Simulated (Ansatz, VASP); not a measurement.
Be3SbN in VASP and in Ansatz

```
Be Sb N
1.0
     3.78824    0.00000    0.00000
     0.00000    3.78824    0.00000
     0.00000    0.00000    3.78824
Be Sb N
3 1 1
Direct
  0.00000 0.50000 0.50000
  0.50000 0.50000 0.00000
  0.50000 0.00000 0.50000
  0.00000 0.00000 0.00000
  0.50000 0.50000 0.50000
```

Alike in both runs: task electric field gradients; functional PBE; k mesh 10 × 10 × 10; occupations fermi-dirac, width 0.15 eV; no spin polarisation.

|  | VASP | Ansatz |
| --- | --- | --- |
| version | VASP 6.6.1 | Ansatz 0.2.0 |
| potentials or method | VASP PAW PBE potentials, release 64 (Be, Sb, N), cutoff 520 eV | scalar-relativistic, plane waves, PAW |
| valence electrons in the cell | 16 | 26 |

|  | VASP | Ansatz | Ansatz less VASP |
| --- | --- | --- | --- |
| gap on the k mesh at the Fermi level (eV) | none | none | - |
| pressure (GPa) | 0.4 | 0.0 | -0.37 |
| size of Vzz on the site where it differs most (V/Å²) | 7.6 | 5.5 | -2.14 |

A gap of «none» marks a metal or a gap that the smearing closes. With one functional, cell and mesh, what is left measures potentials, basis and numerics. VASP's potentials hold 16 valence electrons a cell and Ansatz's 26, so a difference there can come from the potentials and not from the codes.

Neither program's run includes spin-orbit coupling.
